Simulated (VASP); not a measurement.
Input of a VASP 6.6.1 run:

File POSCAR:

```
Ta
1.0
   -1.6686469992      1.6686469992      1.6686469992
    1.6686469992     -1.6686469992      1.6686469992
    1.6686469992      1.6686469992     -1.6686469992
Ta
1
Direct
    0.0000000000      0.0000000000      0.0000000000
```

INCAR.step1

```
PREC     = Accurate       # precision mode
ENCUT    = 520            # plane-wave cutoff, eV
ISMEAR   = 0              # smearing method
SIGMA    = 0.1            # smearing width, eV
LREAL    = False          # projectors in reciprocal space
LASPH    = True           # aspherical terms in the spheres
NELM     = 60             # most SCF steps
NBANDS   = 12             # bands
GGA      = PE             # functional
ALGO     = Normal         # electronic algorithm
EDIFF    = 1E-4           # SCF threshold, eV
LWAVE    = True           # write WAVECAR
LCHARG   = False          # write CHGCAR
```

Contents of INCAR.step2:

```
PREC     = Accurate       # precision mode
ENCUT    = 520            # plane-wave cutoff, eV
EDIFF    = 1E-6           # SCF threshold, eV
ISMEAR   = 0              # smearing method
SIGMA    = 0.1            # smearing width, eV
LREAL    = False          # projectors in reciprocal space
LASPH    = True           # aspherical terms in the spheres
NELM     = 60             # most SCF steps
ALGO     = Normal         # electronic algorithm
ISIF     = 2              # what is computed and relaxed
LWAVE    = False          # write WAVECAR
LCHARG   = False          # write CHGCAR
METAGGA  = R2SCAN         # meta-GGA
LMIXTAU  = True         
NBANDS   = 12             # bands
ISTART   = 1
```

The input KPOINTS:

```
Automatic mesh
0
Gamma
  18 18 18
```

Potentials or basis: VASP PAW PBE potentials, release 64 (Ta_pv).

The run is started by

```sh
$ cat potpaw_PBE.64/Ta_pv/POTCAR > POTCAR
$ cp INCAR.step1 INCAR
$ mpirun -np 1 vasp_std > vasp.out
$ cp INCAR.step2 INCAR
$ mpirun -np 1 vasp_std > vasp.out
```

Problem. Estimate the pressure.

Solution. -5.1 GPa.

Problem. Estimate the band gap on the k mesh.

Solution. Zero (an odd number of electrons rules out a gap without spin polarisation).

Caveat: the cell stands under tension; the PAW data sets were made with another functional, which shifts forces and pressure a little; spin-orbit coupling is left out, which moves the levels of the heavy elements.
